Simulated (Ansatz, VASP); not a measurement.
# Ta2N in VASP and in Ansatz

```xyz
9
Lattice="5.1283 0.0000 0.0000 -2.5641 4.4412 0.0000 0.0000 0.0000 5.0770" Properties=species:S:1:pos:R:3 pbc="T T T"
Ta    1.6181    2.8027    3.8210
Ta   -0.9460    1.6385    3.8210
Ta    1.8920    0.0000    3.8210
Ta    0.9460    1.6385    1.2560
Ta   -1.6181    2.8027    1.2560
Ta    3.2363    0.0000    1.2560
N     2.5641    1.4804    2.5385
N     0.0000    2.9608    2.5385
N     0.0000    0.0000    0.0000
```

Alike in both runs: task single point; functional LDA; k mesh 9 × 9 × 8; occupations gaussian, width 0.15 eV; no spin polarisation.

|  | VASP | Ansatz |
| --- | --- | --- |
| version | VASP 6.6.1 | Ansatz 0.2.0 |
| potentials or method | VASP PAW LDA potentials, release 64 (Ta_pv, N), cutoff 520 eV | scalar-relativistic, plane waves, PAW |
| valence electrons in the cell | 81 | 93 |

Ansatz gave:

| Item | Value |
| --- | --- |
| gap on the k mesh at the Fermi level (eV) | none |
| pressure (GPa) | 9.4 |
| traceless stress, the component that is largest in VASP (GPa) | -10.79 |
| rms of the force components (eV/Å) | 2.401 |

Problem. Estimate VASP's values.

Solution. gap on the k mesh at the Fermi level (eV): none; pressure (GPa): 11.0; traceless stress, the component that is largest in VASP (GPa): -10.80; rms of the force components (eV/Å): 2.421.

Ansatz warns that its potentials were made for another functional, while VASP's fit it. LDA's correlation is that of Perdew and Zunger in VASP and of Perdew and Wang (1992) in Ansatz. Atom by atom the forces differ by 0.024 eV/Å (rms over components). A gap of «none» marks a metal or a gap that the smearing closes. VASP's potentials hold 81 valence electrons a cell and Ansatz's 93, so a difference there can come from the potentials and not from the codes.

Neither program's run includes spin-orbit coupling.
